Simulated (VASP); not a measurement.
# TiTe2 (P-3m1) in VASP: notebook

TiTe2 is run at these levels: PBE; tasks: single point.

Everything below comes from runs of VASP 6.6.1. Logs are shortened: lines on timing, memory, paths and dates and some standing lists are left out, and cuts for length are marked.

### 1 The cell of the first run

Symmetry: P-3m1, No. 164, trigonal system. The conventional cell has a = 3.777 Å, b = 3.777 Å, c = 6.336 Å, α = 90.00°, β = 90.00°, γ = 120.00°. Within 3.6 Å of Ti (site symmetry -3m) lie 6 Te at 2.74 Å. Within 3.8 Å of Te (site symmetry 3m) lie 3 Ti at 2.74 Å and 9 Te at 3.71 to 3.78 Å.

### 2 Single point, PBE (strain +0.000 along x and y, -0.025 along z)

INCAR reads:

```
SYSTEM = TiTe2
  ALGO = Normal
  EDIFF = 1E-6
  ENCUT = 520
  GGA = PE
  ISIF = 2
  ISMEAR = 0
  LASPH = .True.
  LCHARG = .False.
  LREAL = .False.
  LWAVE = .False.
  NBANDS = 19
  NELM = 60
  PREC = Accurate
  SIGMA = 0.15
```

KPOINTS reads:

```
k-points
0
Gamma
  12 12 8
  0 0 0
```

POSCAR reads:

```
TiTe2
1.0
    3.7770008876      0.0000000000      0.0000000000
   -1.8885004438      3.2709787188      0.0000000000
    0.0000000000      0.0000000000      6.3355500000
Ti Te
1 2
Direct
    0.0000000000      0.0000000000      0.0000000000
    0.6666666667      0.3333333333      0.2628000000
    0.3333333333      0.6666666667      0.7372000000
```

Potentials or basis: VASP PAW PBE potentials, release 64 (Ti_sv, Te).

Command:

```
$ cat potpaw_PBE.64/Ti_sv/POTCAR potpaw_PBE.64/Te/POTCAR > POTCAR
$ mpirun -np 1 vasp_std > vasp.out
```

OUTCAR:

```text
SYSTEM = TiTe2
   EDIFF = 1E-6
   ENCUT = 520
   GGA = PE
   ISIF = 2
   ISMEAR = 0
   LASPH = .True.
   LREAL = .False.
   NELM = 60
   PREC = Accurate

 ion  position               nearest neighbor table
   1  0.000  0.000  0.000-   2 2.74   3 2.74   2 2.74   3 2.74   2 2.74   3 2.74
   2  0.667  0.333  0.263-   1 2.74   1 2.74   1 2.74
   3  0.333  0.667  0.737-   1 2.74   1 2.74   1 2.74

  LATTYP: Found a hexagonal cell.
 ALAT       =     3.7770008876
 C/A-ratio  =     1.6774023064

  Lattice vectors:

 A1 = (   3.7770008876,   0.0000000000,   0.0000000000)
 A2 = (  -1.8885004438,   3.2709787188,   0.0000000000)
 A3 = (   0.0000000000,   0.0000000000,   6.3355500000)

Analysis of symmetry for initial positions (statically):
=====================================================================
 Subroutine PRICEL returns:
 Original cell was already a primitive cell.

 Routine SETGRP: Setting up the symmetry group for a
 hexagonal supercell.

 Subroutine GETGRP returns: Found 12 space group operations
 (whereof 12 operations were pure point group operations)
 out of a pool of 24 trial point group operations.

The static configuration has the point symmetry D_3d.

Analysis of symmetry for dynamics (positions and initial velocities):
=====================================================================
 Subroutine PRICEL returns:
 Original cell was already a primitive cell.

 Routine SETGRP: Setting up the symmetry group for a
 hexagonal supercell.

 Subroutine GETGRP returns: Found 12 space group operations
 (whereof 12 operations were pure point group operations)
 out of a pool of 24 trial point group operations.

The dynamic configuration has the point symmetry D_3d.

 Subroutine INISYM returns: Found 12 space group operations
 (whereof 12 operations are pure point group operations),
 and found     1 'primitive' translations

----------------------------------------------------------------------------------------

                                     Primitive cell

  volume of cell :      78.2725

  direct lattice vectors                    reciprocal lattice vectors
     3.777000888  0.000000000  0.000000000     0.264760330  0.152859448  0.000000000
    -1.888500444  3.270978719  0.000000000     0.000000000  0.305718895  0.000000000
     0.000000000  0.000000000  6.335550000     0.000000000  0.000000000  0.157839493

  length of vectors
     3.777000888  3.777000888  6.335550000     0.305718895  0.305718895  0.157839493

  position of ions in fractional coordinates (direct lattice)
     0.000000000  0.000000000  0.000000000
     0.666666667  0.333333333  0.262800000
     0.333333333  0.666666667  0.737200000

  ion indices of the primitive-cell ions
   primitive index   ion index
                 1           1
                 2           2
                 3           3

----------------------------------------------------------------------------------------

 KPOINTS: k-points

Automatic generation of k-mesh.
 Grid dimensions read from file:
 generate k-points for:   12   12    8

 Generating k-lattice:

  Cartesian coordinates                     Fractional coordinates (reciprocal lattice)
     0.022063361  0.012738287  0.000000000     0.083333333  0.000000000  0.000000000
     0.000000000  0.025476575  0.000000000     0.000000000  0.083333333  0.000000000
     0.000000000  0.000000000  0.019729937     0.000000000  0.000000000  0.125000000

  Length of vectors
     0.025476575  0.025476575  0.019729937

  Shift w.r.t. Gamma in fractional coordinates (k-lattice)
     0.000000000  0.000000000  0.000000000

 Subroutine IBZKPT returns following result:
 ===========================================

 Found    131 irreducible k-points:

 Following reciprocal coordinates:
            Coordinates               Weight
  0.000000  0.000000  0.000000      1.000000
  0.083333 -0.000000  0.000000      6.000000
  0.166667  0.000000  0.000000      6.000000
  0.250000  0.000000  0.000000      6.000000
  0.333333  0.000000  0.000000      6.000000
  0.416667  0.000000  0.000000      6.000000
[... 16 lines left out ...]
  0.166667  0.000000  0.125000      6.000000
  0.000000  0.166667  0.125000      6.000000
 [... further k-points ...]
   k-points           NKPTS =    131   k-points in BZ     NKDIM =    131   number of bands    NBANDS=     19
   number of dos      NEDOS =    301   number of ions     NIONS =      3
   total plane-waves  NPLWV =  37632
   dimension x,y,z NGX =    28 NGY =   28 NGZ =   48
   dimension x,y,z NGXF=    56 NGYF=   56 NGZF=   96
   ions per type =               1   2
   NGX,Y,Z   is equivalent  to a cutoff of  12.32, 12.32, 12.60 a.u.
   NGXF,Y,Z  is equivalent  to a cutoff of  24.65, 24.65, 25.19 a.u.
 SYSTEM =  TiTe2
   PREC   = accura    normal or accurate (medium, high low for compatibility)
   ISTART =      0    job   : 0-new  1-cont  2-samecut
   ICHARG =      2    charge: 1-file 2-atom 10-const
   ISPIN  =      1    spin polarized calculation?
   LNONCOLLINEAR =      F non collinear calculations
   LSORBIT =      F    spin-orbit coupling
   LASPH  =      T    aspherical Exc in radial PAW
   ENCUT  =  520.0 eV  38.22 Ry    6.18 a.u.   7.02  7.02 11.78*2*pi/ulx,y,z
   NELM   =     60;   NELMIN=  2; NELMDL= -5     # of ELM steps
   EDIFF  = 0.1E-05   stopping-criterion for ELM
   LREAL  =      F    real-space projection
   EDIFFG = 0.1E-04   stopping-criterion for IOM
   NSW    =      0    number of steps for IOM
   IBRION =     -1    ionic relax: 0-MD 1-quasi-New 2-CG
   NFREE  =      0    steps in history (QN), initial steepest desc. (CG)
   ISIF   =      2    stress and relaxation
   ISYM   =      2    0-nonsym 1-usesym 2-fastsym
   POTIM  = 0.5000    time-step for ionic-motion
   TEBEG  =    0.0;   TEEND  =   0.0 temperature during run
   PSTRESS=    0.0 pullay stress
   NELECT =      24.0000    total number of electrons
   NUPDOWN=      -1.0000    fix difference up-down
   EMIN   =  10.00;   EMAX   =-10.00  energy-range for DOS
   EFERMI =   0.00;   METHOD = LEGACY
   ISMEAR =     0;   SIGMA  =   0.15  broadening in eV -4-tet -1-fermi 0-gaus
   EFERMI_NEDOS =   21; number of points for ismear=-14 and -15
   IALGO  =     38    algorithm
   IMIX   =      4    mixing-type and parameters
     AMIX     =   0.40;   BMIX     =  1.00
     AMIX_MAG =   1.60;   BMIX_MAG =  1.00
  volume/ion in A,a.u.               =      26.09       176.07
  Fermi-wavevector in a.u.,A,eV,Ry     =   1.103932  2.086128 16.580946  1.218665
  Thomas-Fermi vector in A             =   2.240397
   LORBIT       =      0    0 simple, 1 ext, 2 COOP (PROOUT), +10 PAW based schemes
   GGA     = PE    functional components
   LHFCALC =     F    Hartree Fock is set to
   AEXX    =    0.0000 exact exchange contribution
   IVDW    =     0    specifies the selected vdW correction
   LEPSILON=     F    determine dielectric tensor
   LRPA    =     F    only Hartree local field effects (RPA)
 non-spin polarized calculation
 Gauss-broadening in eV      SIGMA  =   0.15
  energy-cutoff  :      520.00
  volume of cell :       78.27
 maximum number of plane-waves:      2124
   NGX = 13   NGY = 13   NGZ = 23

 number of electron      23.9999990 magnetization

 Free energy of the ion-electron system (eV)
  ---------------------------------------------------
  ext. energy  EPLUGINS =         0.00000000
  ---------------------------------------------------
  free energy    TOTEN  =       -16.17461882 eV

  energy without entropy =      -16.15838191  energy(sigma->0) =      -16.16650036

 E-fermi :   7.1530     XC(G=0):  -9.9764

 val. band max:        7.1490427393   @ k =   0.4167   0.0000   0.1250
 cond. band min:       7.1650785699   @ k =   0.1667   0.0000   0.1250
 fundamental gap:      0.0160358306
 Fermi energy:         7.1530125461

 k-point     1 :       0.0000    0.0000    0.0000
  band No.  band energies     occupation
      1     -50.3142      2.00000
      2     -26.5813      2.00000
      3     -26.5813      2.00000
      4     -26.5389      2.00000
      5      -5.4241      2.00000
      6      -3.7422      2.00000
[... 11 lines left out ...]
     18      12.0882      0.00000
     19      13.3305      0.00000

 k-point     2 :       0.0833   -0.0000    0.0000
  band No.  band energies     occupation
      1     -50.3140      2.00000
      2     -26.5842      2.00000
      3     -26.5820      2.00000
      4     -26.5382      2.00000
      5      -5.3460      2.00000
      6      -3.7058      2.00000
[... 11 lines left out ...]
     18      12.6588      0.00000
     19      13.7521      0.00000

 k-point     3 :       0.1667    0.0000    0.0000
  band No.  band energies     occupation
      1     -50.3135      2.00000
      2     -26.5923      2.00000
      3     -26.5838      2.00000
      4     -26.5363      2.00000
      5      -5.1182      2.00000
      6      -3.6049      2.00000
[... 11 lines left out ...]
     18      13.1221      0.00000
     19      14.3576      0.00000

 k-point     4 :       0.2500    0.0000    0.0000
  band No.  band energies     occupation
      1     -50.3127      2.00000
      2     -26.6032      2.00000
      3     -26.5863      2.00000
      4     -26.5337      2.00000
      5      -4.7625      2.00000
      6      -3.4673      2.00000
[... 407 lines left out ...]
     18      12.7016      0.00000
     19      13.9863      0.00000

 k-point    23 :       0.1667    0.0000    0.1250
  band No.  band energies     occupation
      1     -50.3135      2.00000
      2     -26.5923      2.00000
      3     -26.5838      2.00000
      4     -26.5363      2.00000
      5      -5.0782      2.00000
      6      -3.6818      2.00000
[... 11 lines left out ...]
     18      12.9671      0.00000
     19      14.0496      0.00000

 k-point    24 :       0.0000    0.1667    0.1250
  band No.  band energies     occupation
      1     -50.3135      2.00000
      2     -26.5923      2.00000
      3     -26.5838      2.00000
      4     -26.5363      2.00000
      5      -5.0738      2.00000
      6      -3.6915      2.00000
[... 11 lines left out ...]
     18      13.3165      0.00000
     19      14.1197      0.00000

 [... further k-points ...]

------------------------ aborting loop because EDIFF is reached ----------------------------------------

  FORCE on cell =-STRESS in cart. coord.  units (eV):
  Direction    XX          YY          ZZ          XY          YZ          ZX
  --------------------------------------------------------------------------------------
  -------------------------------------------------------------------------------------
  Total        0.9756229      0.9756229      2.0982605      0.0000000      0.0000000      0.0000000
  in kB       19.9702472     19.9702472     42.9497719      0.0000000      0.0000000      0.0000000
  external PRESSURE =      27.6300888 kB  Pullay stress =       0.0000000 kB

 VOLUME and BASIS-vectors are now :
 -----------------------------------------------------------------------------
  energy-cutoff  :      520.00
  volume of cell :       78.27
      direct lattice vectors                 reciprocal lattice vectors
     3.777000888  0.000000000  0.000000000     0.264760330  0.152859448  0.000000000
    -1.888500444  3.270978719  0.000000000     0.000000000  0.305718895  0.000000000
     0.000000000  0.000000000  6.335550000     0.000000000  0.000000000  0.157839493

 POSITION                                       TOTAL-FORCE (eV/Angst)
 -----------------------------------------------------------------------------------
      0.00000      0.00000      0.00000         0.000000      0.000000      0.000000
      1.88850      1.09033      1.66498        -0.000000      0.000000      0.349486
     -0.00000      2.18065      4.67057         0.000000     -0.000000     -0.349486
 -----------------------------------------------------------------------------------
    total drift:                                0.000000     -0.000000     -0.000000

  FREE ENERGIE OF THE ION-ELECTRON SYSTEM (eV)
  ---------------------------------------------------
  free  energy   TOTEN  =       -16.1746188198 eV

  energy  without entropy=      -16.1583819053  energy(sigma->0) =      -16.16650036
```

Wall time 2.6 min (1 thread of Intel Xeon Platinum 8259CL at 2.50GHz (Skylake/Cascade Lake), shared host); peak memory 0.32 GiB.

What came out:

- Free energy: -16.1746 eV
- Pressure: 2.8 GPa
- Largest force: 0.349 eV/Å
- Band gap on the k mesh: zero (bands 12 and 13 overlap by 0.67 eV)

Forces in eV/Å, atoms in the order of the input:
```
Ti   0.000  0.000  0.000
Te   0.000  0.000  0.349
Te   0.000  0.000 -0.349
```

Caveat: the cell differs from its parent crystal (strain +0.000 along x and y, -0.025 along z); spin-orbit coupling is left out, which moves the levels of the heavy elements; this functional lacks dispersion, which binds layers or chains, so the pressure and a relaxed spacing across them are unreliable.

### 3 Single point, PBE (strain -0.025 along x and y, +0.025 along z)

INCAR reads:

```
ALGO     = Normal         # electronic algorithm
EDIFF    = 1E-6           # SCF threshold, eV
ENCUT    = 520            # plane-wave cutoff, eV
GGA      = PE             # functional
ISIF     = 2              # what is computed and relaxed
ISMEAR   = 0              # smearing method
LASPH    = True           # aspherical terms in the spheres
LCHARG   = True           # write CHGCAR
LELF     = True           # ELF
LREAL    = False          # projectors in reciprocal space
LVHAR    = True         
LWAVE    = False          # write WAVECAR
NBANDS   = 19             # bands
NELM     = 80             # most SCF steps
PREC     = Accurate       # precision mode
SIGMA    = 0.15           # smearing width, eV
```

KPOINTS reads:

```
k-points
0
Gamma
  12 12 8
```

POSCAR reads:

```
TiTe2
1.0
    3.6825758654      0.0000000000      0.0000000000
   -1.8412879327      3.1892042508      0.0000000000
    0.0000000000      0.0000000000      6.6604500000
Ti Te
1 2
Direct
    0.0000000000      0.0000000000      0.0000000000
    0.6666666667      0.3333333333      0.2628000000
    0.3333333333      0.6666666667      0.7372000000
```

Potentials or basis: VASP PAW PBE potentials, release 64 (Ti_sv, Te).

Command:

```
$ cat potpaw_PBE.64/Ti_sv/POTCAR potpaw_PBE.64/Te/POTCAR > POTCAR
$ mpirun -np 1 vasp_std > vasp.out
```

Run time: 2.7 min. Hardware: 1 thread of Intel Xeon Platinum 8259CL at 2.50GHz (Skylake/Cascade Lake), shared host; peak memory 0.32 GiB.

Results (log left out):

```yaml
Free_energy: -16.1873 eV
Pressure: 2.5 GPa
Largest_force: 0.058 eV/Å
Band_gap_on_the_k_mesh: zero (bands 12 and 13 overlap by 0.86 eV)
```

Forces in eV/Å, atoms in the order of the input:
```
Ti   0.000  0.000  0.000
Te   0.000  0.000  0.058
Te   0.000  0.000 -0.058
```

Stress tensor (GPa, compression positive):
```
2.90 0.00 0.00
0.00 2.90 0.00
0.00 0.00 1.59
```

Levels at points of the mesh, in eV from the Fermi level:
```tsv
k point	band 10	band 11	band 12	band 13	band 14	band 15
(0.00, 0.00, 0.00)	0.20	0.21	0.47	0.47	1.35	1.35
(0.50, 0.00, 0.00)	-2.48	-1.70	-0.92	-0.06	1.31	1.66
(0.00, 0.00, 0.50)	-1.43	0.46	0.46	0.96	1.07	1.07
(0.50, 0.00, 0.50)	-1.94	-1.14	-0.45	-0.39	1.31	1.66
```

Caveat: the cell differs from its parent crystal (strain -0.025 along x and y, +0.025 along z); spin-orbit coupling is left out, which moves the levels of the heavy elements; this functional lacks dispersion, which binds layers or chains, so the pressure and a relaxed spacing across them are unreliable.

The gap in the log of VASP goes by the Fermi energy; the results here count the filled bands.